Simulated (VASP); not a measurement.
WBr4Cl2, 7 atoms in the cell. Symmetry: Cmmm, No. 65, orthorhombic system. Conventional cell: a = 12.140 Å, b = 13.312 Å, c = 3.313 Å, α = 90.00°, β = 90.00°, γ = 90.00°. W (site symmetry mmm) has 6 Br at 2.40 to 2.56 Å and 2 W at 3.31 Å within 3.4 Å. Within 3.6 Å of Br (site symmetry 2mm) lie 2 W at 2.56 Å and 6 Br at 3.31 to 3.51 Å and 2 Cl at 3.50 Å. Within 3.6 Å of Br (site symmetry m2m) lie 1 W at 2.40 Å and 6 Br at 3.31 to 3.51 Å and 4 Cl at 3.58 Å. Cl (site symmetry 2/m) has 2 Cl at 3.31 Å and 6 Br at 3.50 to 3.58 Å within 4.4 Å. The cell was generated, and may not be a known phase.

```yaml
Program: VASP 6.6.1
Task: single point
Functional: PBE
Potentials_or_basis: VASP PAW PBE potentials, release 64 (W_sv, Br, Cl)
Cutoff: 520 eV
k_mesh: 4 × 4 × 10
Occupations: gaussian, width 0.1 eV
Spin: no spin polarisation
Dipole_correction: no
Further_INCAR_settings: ALGO = Normal; EDIFF = 1e-06; NBANDS = 37
```

Potentials or basis: VASP PAW PBE potentials, release 64 (W_sv, Br, Cl).

Run with:

```console
$ cat potpaw_PBE.64/W_sv/POTCAR potpaw_PBE.64/Br/POTCAR potpaw_PBE.64/Cl/POTCAR > POTCAR
$ mpirun -np 1 vasp_std > vasp.out
```

Hardware: 1 thread of AMD EPYC 9R45 (Zen 5) (shared host).

**Question.** Estimate the wall time of this run.

**Answer.** It took 5.4 min on 1 thread of AMD EPYC 9R45 (Zen 5), on a shared host, peak memory 0.57 GiB. Counts: scf iterations 17, k points 42.
